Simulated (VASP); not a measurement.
## Si4PI: single point with PBE

Si4PI:

```
CELL_PARAMETERS angstrom
4.73186 0.00000 0.00000
0.00000 4.73186 0.00000
0.00000 0.00000 6.75260
ATOMIC_POSITIONS crystal
Si 0.50000 0.00000 0.76288
Si 0.00000 0.50000 0.23712
Si 0.50000 0.00000 0.23712
Si 0.00000 0.50000 0.76288
P 0.00000 0.00000 0.00000
I 0.50000 0.50000 0.50000
```

The cell was generated, and may not be a known phase.

* Program: VASP 6.6.1
* Task: single point
* Functional: PBE
* Potentials or basis: VASP PAW PBE potentials, release 64 (Si, P, I)
* Cutoff: 520 eV
* k mesh: 4 × 4 × 4
* Occupations: gaussian, width 0.1 eV
* Spin: no spin polarisation

```yaml
Pressure: -4.7 GPa
Largest_force: 1.247 eV/Å
Band_gap_on_the_k_mesh: zero (bands 14 and 15 overlap by 2.22 eV)
```

Forces on the atoms (eV/Å):
```
Si   0.000  0.000  1.247
Si   0.000  0.000 -1.247
Si   0.000  0.000 -1.247
Si   0.000  0.000  1.247
P    0.000  0.000  0.000
I    0.000  0.000  0.000
```

Stress tensor (GPa, compression positive):
```
-4.11  0.00  0.00
 0.00 -4.11  0.00
 0.00  0.00 -5.95
```

Levels at points of the mesh, in eV from the Fermi level:
| k point | band 12 | band 13 | band 14 | band 15 | band 16 | band 17 |
| --- | --- | --- | --- | --- | --- | --- |
| (0.00, 0.00, 0.00) | -1.98 | -1.51 | -1.51 | -1.47 | 0.96 | 2.55 |
| (0.50, 0.00, 0.00) | -1.68 | -0.24 | 0.08 | 0.17 | 0.48 | 1.11 |
| (0.50, 0.50, 0.00) | -1.67 | 0.75 | 0.75 | 2.38 | 2.73 | 2.73 |
| (0.00, 0.00, 0.50) | -1.31 | -0.04 | 0.19 | 0.19 | 0.36 | 0.36 |
| (0.50, 0.00, 0.50) | -0.94 | -0.93 | -0.91 | -0.67 | -0.55 | 2.25 |
| (0.50, 0.50, 0.50) | -1.87 | -0.93 | -0.27 | 0.06 | 1.13 | 2.94 |

It took 74 s on 1 thread of Oxide Virtual Turin-like Processor, with other jobs on the host, peak memory 0.23 GiB.

Caveat: the cell stands under tension; spin-orbit coupling is left out, which moves the levels of the heavy elements; forces of over 1 eV/Å act on the atoms, so gaps and moduli don't describe the material at rest.
